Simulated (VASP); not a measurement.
# Zr4ScCu (P2_1/m) in VASP: relaxation of cell and atoms with PBE

Aim: the relaxation of cell and atoms of Zr4ScCu with PBE.

Everything below comes from runs of VASP 6.6.1. Logs are shortened: lines on timing, memory, paths and dates and some standing lists are left out, and cuts for length are marked.

## 1. The cell of the first run

It takes space group P2_1/m (No. 11, monoclinic). The conventional cell has a = 5.619 Å, b = 3.250 Å, c = 14.404 Å, α = 90.00°, β = 90.06°, γ = 90.00°. Within 3.9 Å of Zr (site symmetry m) lie 9 Zr at 2.97 to 3.39 Å and 3 Sc at 3.29 to 3.34 Å. Zr (site symmetry m) has 9 Zr at 3.05 to 3.39 Å and 3 Sc at 3.21 Å within 4.0 Å. Within 3.7 Å of Zr (site symmetry m) lie 4 Cu at 2.81 to 3.69 Å and 9 Zr at 3.23 to 3.36 Å. Within 3.6 Å of Zr (site symmetry m) lie 3 Cu at 2.73 to 2.74 Å and 9 Zr at 2.97 to 3.31 Å. Within 4.2 Å of Sc (site symmetry m) lie 6 Zr at 3.21 to 3.34 Å and 6 Sc at 3.21 to 3.28 Å. Within 3.4 Å of Cu (site symmetry m) lie 4 Cu at 2.56 to 3.25 Å and 6 Zr at 2.73 to 2.88 Å.

## 2. Relaxation of cell and atoms, PBE

Contents of INCAR:

```
SYSTEM = Zr4ScCu
PREC     = Accurate       ! precision mode
ENCUT    = 600            ! plane-wave cutoff, eV
EDIFF    = 1E-7           ! SCF threshold, eV
ISMEAR   = 0              ! smearing method
SIGMA    = 0.1            ! smearing width, eV
LREAL    = .False.        ! projectors in reciprocal space
LASPH    = .True.         ! aspherical terms in the spheres
NELM     = 120            ! most SCF steps
ALGO     = Normal         ! electronic algorithm
ISIF     = 3              ! what is computed and relaxed
LWAVE    = .False.        ! write WAVECAR
LCHARG   = .False.        ! write CHGCAR
GGA      = PE             ! functional
IBRION   = 2              ! ionic algorithm
NSW      = 100            ! ionic steps
EDIFFG   = -0.01          ! ionic threshold
GGA_COMPAT= .False.      
NELMIN   = 4            
KPAR     = 4
```

Contents of KPOINTS:

```
Automatic mesh
0
Gamma
  6 10 2
  0 0 0
```

Contents of POSCAR:

```
Zr4ScCu
1.0
    5.6185932412      0.0000000000      0.0000000000
    0.0000000000      3.2502795669      0.0000000000
   -0.0155334677      0.0000000000     14.4038117402
Zr Sc Cu
8 2 2
Direct
    0.5635769202      0.2500000000      0.3081055046
    0.0921941526      0.7500000000      0.3207694313
    0.5899365505      0.2500000000      0.8764716663
    0.0829702474      0.7500000000      0.8451999382
    0.4100634495      0.7500000000      0.1235283337
    0.9170297526      0.2500000000      0.1548000618
    0.4364230798      0.7500000000      0.6918944954
    0.9078058474      0.2500000000      0.6792305687
    0.2537639297      0.2500000000      0.5020072989
    0.7462360703      0.7500000000      0.4979927011
    0.1748960287      0.2500000000      0.9931965437
    0.8251039713      0.7500000000      0.0068034563
```

Potentials or basis: VASP PAW PBE potentials, release 64 (Zr_sv, Sc_sv, Cu).

Started as:

```bash
$ cat potpaw_PBE.64/Zr_sv/POTCAR potpaw_PBE.64/Sc_sv/POTCAR potpaw_PBE.64/Cu/POTCAR > POTCAR
$ mpirun -np 4 vasp_std > vasp.out
```

OUTCAR:

```text
SYSTEM = Zr4ScCu
   PREC = Accurate
   ENCUT = 600
   EDIFF = 1E-7
   ISMEAR = 0
   LREAL = .False.
   LASPH = .True.
   NELM = 120
   ISIF = 3
   GGA = PE
   IBRION = 2
   NSW = 100
   EDIFFG = -0.01
   NELMIN = 4

 ion  position               nearest neighbor table
   1  0.564  0.250  0.308-   6 2.97   2 3.11   2 3.11   5 3.23   5 3.23   9 3.29  10 3.34  10 3.34
                             2 3.39   2 3.39
   2  0.092  0.750  0.321-   6 3.05   6 3.05   1 3.11   1 3.11   9 3.21   9 3.21  10 3.21   5 3.36
                             1 3.39   1 3.39
   3  0.590  0.250  0.876-  12 2.81  12 2.81  11 2.88   7 3.23   7 3.23   4 3.24   4 3.24   4 3.31
                             4 3.31   8 3.36
   4  0.083  0.750  0.845-  11 2.73  11 2.73  12 2.74   7 2.97   8 3.05   8 3.05   3 3.24   3 3.24
                             3 3.31   3 3.31
   5  0.410  0.750  0.124-  11 2.81  11 2.81  12 2.88   1 3.23   1 3.23   6 3.24   6 3.24   6 3.31
                             6 3.31   2 3.36
   6  0.917  0.250  0.155-  12 2.73  12 2.73  11 2.74   1 2.97   2 3.05   2 3.05   5 3.24   5 3.24
                             5 3.31   5 3.31
   7  0.436  0.750  0.692-   4 2.97   8 3.11   8 3.11   3 3.23   3 3.23  10 3.29   9 3.34   9 3.34
                             8 3.39   8 3.39
   8  0.908  0.250  0.679-   4 3.05   4 3.05   7 3.11   7 3.11  10 3.21  10 3.21   9 3.21   3 3.36
                             7 3.39   7 3.39
   9  0.254  0.250  0.502-   2 3.21   2 3.21  10 3.21  10 3.21   8 3.21  10 3.28  10 3.28   1 3.29
                             7 3.34   7 3.34
  10  0.746  0.750  0.498-   8 3.21   8 3.21   9 3.21   9 3.21   2 3.21   9 3.28   9 3.28   7 3.29
                             1 3.34   1 3.34
  11  0.175  0.250  0.993-  12 2.56  12 2.56   4 2.73   4 2.73   6 2.74   5 2.81   5 2.81   3 2.88

  12  0.825  0.750  0.007-  11 2.56  11 2.56   6 2.73   6 2.73   4 2.74   3 2.81   3 2.81   5 2.88

  LATTYP: Found a simple monoclinic cell.
 ALAT       =     5.6185932412
 B/A-ratio  =     0.5784863626
 C/A-ratio  =     2.5635990181
 COS(beta)  =    -0.0010784269

  Lattice vectors:

 A1 = (   5.6185932412,   0.0000000000,   0.0000000000)
 A2 = (   0.0000000000,   3.2502795669,   0.0000000000)
 A3 = (  -0.0155334677,   0.0000000000,  14.4038117402)

Analysis of symmetry for initial positions (statically):
=====================================================================
 Subroutine PRICEL returns:
 Original cell was already a primitive cell.

 Routine SETGRP: Setting up the symmetry group for a
 simple monoclinic supercell.

 Subroutine GETGRP returns: Found  4 space group operations
 (whereof  2 operations were pure point group operations)
 out of a pool of  4 trial point group operations.

The static configuration has the point symmetry S_2 .
[... 162 lines left out ...]
   AEXX    =    0.0000 exact exchange contribution
   IVDW    =     0    specifies the selected vdW correction
   LEPSILON=     F    determine dielectric tensor
   LRPA    =     F    only Hartree local field effects (RPA)
 conjugate gradient relaxation of ions
 non-spin polarized calculation
 Gauss-broadening in eV      SIGMA  =   0.10
  energy-cutoff  :      600.00
  volume of cell :      263.04
 maximum number of plane-waves:      8820
 NGX is ok and might be reduce to    48
   NGX = 23   NGY = 13   NGZ = 57

--------------------------------------- Ionic step        1  -------------------------------------------

 number of electron     140.0000018 magnetization

 Free energy of the ion-electron system (eV)
  ---------------------------------------------------
  ext. energy  EPLUGINS =         0.00000000
  ---------------------------------------------------
  free energy    TOTEN  =       -87.62877805 eV

  energy without entropy =      -87.54301764  energy(sigma->0) =      -87.58589785

------------------------ aborting loop because EDIFF is reached ----------------------------------------

  FORCE on cell =-STRESS in cart. coord.  units (eV):
  Direction    XX          YY          ZZ          XY          YZ          ZX
  --------------------------------------------------------------------------------------
  -------------------------------------------------------------------------------------
  Total       -0.4153683     -0.0442811     -0.1511012      0.0000000      0.0000000     -0.0462319
  in kB       -2.5299862     -0.2697140     -0.9203496      0.0000000      0.0000000     -0.2815962
  external PRESSURE =      -1.2400166 kB  Pullay stress =       0.0000000 kB
[... 119 lines left out ...]
  FREE ENERGIE OF THE ION-ELECTRON SYSTEM (eV)
  ---------------------------------------------------
  free  energy   TOTEN  =       -87.6295687561 eV

  energy  without entropy=      -87.5447934589  energy(sigma->0) =      -87.58718111

[... ionic steps 4 to 7 ...]

--------------------------------------- Ionic step        8  -------------------------------------------

 number of electron     140.0000024 magnetization

------------------------ aborting loop because EDIFF is reached ----------------------------------------
[... 87 lines left out ...]
--------------------------------------- Ionic step       10  -------------------------------------------

 number of electron     140.0000024 magnetization

 Free energy of the ion-electron system (eV)
  ---------------------------------------------------
  ext. energy  EPLUGINS =         0.00000000
  ---------------------------------------------------
  free energy    TOTEN  =       -87.63046917 eV

  energy without entropy =      -87.54681646  energy(sigma->0) =      -87.58864281

 E-fermi :   7.6558     XC(G=0): -10.9362

 val. band max:        7.6546490179   @ k =   0.0000   0.2000   0.0000
 cond. band min:       7.6559421971   @ k =   0.3333   0.1000   0.5000
 fundamental gap:      0.0012931791
 Fermi energy:         7.6557964200

 k-point     1 :       0.0000    0.0000    0.0000
  band No.  band energies     occupation
      1     -41.7685      2.00000
      2     -41.7235      2.00000
      3     -41.3014      2.00000
      4     -41.2993      2.00000
      5     -41.0132      2.00000
      6     -41.0122      2.00000
[... 2029 lines left out ...]
     81       8.9624      0.00000
     82       8.9624      0.00000

 [... further k-points ...]

 [bands above 82 left out]

------------------------ aborting loop because EDIFF is reached ----------------------------------------

  FORCE on cell =-STRESS in cart. coord.  units (eV):
  Direction    XX          YY          ZZ          XY          YZ          ZX
  --------------------------------------------------------------------------------------
  -------------------------------------------------------------------------------------
  Total        0.0237593      0.0504707      0.0896912      0.0000000      0.0000000      0.0303364
  in kB        0.1449294      0.3078656      0.5471066      0.0000000      0.0000000      0.1850489
  external PRESSURE =       0.3333005 kB  Pullay stress =       0.0000000 kB
[... 27 lines left out ...]
  FREE ENERGIE OF THE ION-ELECTRON SYSTEM (eV)
  ---------------------------------------------------
  free  energy   TOTEN  =       -87.6304691662 eV

  energy  without entropy=      -87.5468164613  energy(sigma->0) =      -87.58864281

 reached required accuracy - stopping structural energy minimisation
```

CONTCAR:

```text
Zr4ScCu
   1.00000000000000
     5.6075211246758840    0.0000000000000000   -0.0038256971495270
     0.0000000000000000    3.2547500712364927    0.0000000000000000
    -0.0253329901137698    0.0000000000000000   14.3913177784213868
  Zr              Sc              Cu
     8     2     2
Direct
     0.5616939046990618    0.2500000000000000    0.3080556735925218
     0.0922575542212682    0.7500000000000000    0.3206917366076121
     0.5900019849822040    0.2500000000000000    0.8762446960239154
     0.0829218296278172    0.7500000000000000    0.8449882313264717
     0.4099980150177958    0.7500000000000000    0.1237553039760846
     0.9170781703721829    0.2500000000000000    0.1550117686735283
     0.4383060953009384    0.7500000000000000    0.6919443264074783
     0.9077424457787316    0.2500000000000000    0.6793082633923879
     0.2544870830691165    0.2500000000000000    0.5015224387429369
     0.7455129169308834    0.7500000000000000    0.4984775612570630
     0.1757145140149142    0.2500000000000000    0.9932533434118218
     0.8242854859850858    0.7500000000000000    0.0067466565881783

  0.00000000E+00  0.00000000E+00  0.00000000E+00
  0.00000000E+00  0.00000000E+00  0.00000000E+00
  0.00000000E+00  0.00000000E+00  0.00000000E+00
  0.00000000E+00  0.00000000E+00  0.00000000E+00
  0.00000000E+00  0.00000000E+00  0.00000000E+00
  0.00000000E+00  0.00000000E+00  0.00000000E+00
  0.00000000E+00  0.00000000E+00  0.00000000E+00
  0.00000000E+00  0.00000000E+00  0.00000000E+00
  0.00000000E+00  0.00000000E+00  0.00000000E+00
  0.00000000E+00  0.00000000E+00  0.00000000E+00
  0.00000000E+00  0.00000000E+00  0.00000000E+00
  0.00000000E+00  0.00000000E+00  0.00000000E+00
```

Wall time 36 min (4 MPI ranks of Intel Xeon 6975P-C (Granite Rapids), shared host); peak memory 1.2 GiB.

Results:

```yaml
Free_energy: -87.6305 eV
Relaxed_volume: 21.89 Å³/atom
Relaxed_cell: a = 5.608 Å, b = 3.255 Å, c = 14.391 Å, α = 90.00°, β = 90.14°, γ = 90.00°
Space_group_after_relaxing_to_0.1_Å: P2_1/m (No. 11)
Energy_gained_by_relaxing: 0.1 meV/atom
Ionic_steps: 10
Pressure_after_relaxing: 0.0 GPa
Largest_force_after_relaxing: 0.010 eV/Å
Band_gap_on_the_k_mesh: zero (bands 70 and 71 overlap by 0.96 eV)
```

Forces in eV/Å, atoms in the order of the input:
```
Zr  -0.010  0.000  0.002
Zr  -0.009  0.000 -0.003
Zr   0.001  0.000  0.000
Zr   0.006  0.000 -0.005
Zr  -0.001  0.000  0.000
Zr  -0.006  0.000  0.005
Zr   0.010  0.000 -0.002
Zr   0.009  0.000  0.003
Sc   0.001  0.000 -0.004
Sc  -0.001  0.000  0.004
Cu   0.001  0.000  0.002
Cu  -0.001  0.000 -0.002
```

The path:
```csv
step,energy change (eV),largest force (eV/Å),pressure (GPa),volume (Å³)
1,0.0000,0.0505,-0.12,263.04
2,-0.0008,0.0356,0.10,262.40
3,-0.0008,0.0330,0.14,262.29
4,-0.0014,0.0198,0.06,262.53
5,-0.0015,0.0144,0.02,262.66
6,-0.0015,0.0143,0.02,262.68
7,-0.0016,0.0122,-0.01,262.77
8,-0.0016,0.0120,-0.04,262.87
9,-0.0017,0.0103,0.01,262.71
10,-0.0017,0.0099,0.03,262.66
```

Final structure:
```
CELL_PARAMETERS angstrom
5.60752 0.00000 -0.00383
0.00000 3.25475 0.00000
-0.02533 0.00000 14.39132
ATOMIC_POSITIONS crystal
Zr 0.56169 0.25000 0.30806
Zr 0.09226 0.75000 0.32069
Zr 0.59000 0.25000 0.87624
Zr 0.08292 0.75000 0.84499
Zr 0.41000 0.75000 0.12376
Zr 0.91708 0.25000 0.15501
Zr 0.43831 0.75000 0.69194
Zr 0.90774 0.25000 0.67931
Sc 0.25449 0.25000 0.50152
Sc 0.74551 0.75000 0.49848
Cu 0.17571 0.25000 0.99325
Cu 0.82429 0.75000 0.00675
```

Levels at points of the mesh, in eV from the Fermi level:
```
           k point  band 65  band 66  band 67  band 68  band 69  band 70  band 71  band 72  band 73  band 74
(0.00, 0.00, 0.00)    -0.70    -0.13     0.16     0.45     0.54     0.59     0.69     0.81     0.92     0.93
(0.50, 0.00, 0.00)    -0.75    -0.63    -0.34    -0.30    -0.14     0.02     0.25     0.31     0.31     0.59
(0.00, 0.50, 0.00)    -0.89    -0.89    -0.61    -0.61    -0.34    -0.34    -0.22    -0.22     0.11     0.11
(0.50, 0.50, 0.00)    -1.05    -1.05    -0.73    -0.73     0.12     0.12     0.47     0.47     0.54     0.54
(0.00, 0.00, 0.50)    -0.72     0.03     0.23     0.28     0.46     0.54     0.72     0.82     0.86     0.94
(0.50, 0.00, 0.50)    -0.64    -0.57    -0.36    -0.30    -0.07     0.07     0.13     0.14     0.38     0.54
(0.00, 0.50, 0.50)    -0.88    -0.88    -0.64    -0.64    -0.27    -0.27    -0.25    -0.25     0.05     0.05
(0.50, 0.50, 0.50)    -0.88    -0.88    -0.58    -0.58     0.08     0.08     0.37     0.37     0.55     0.55
```
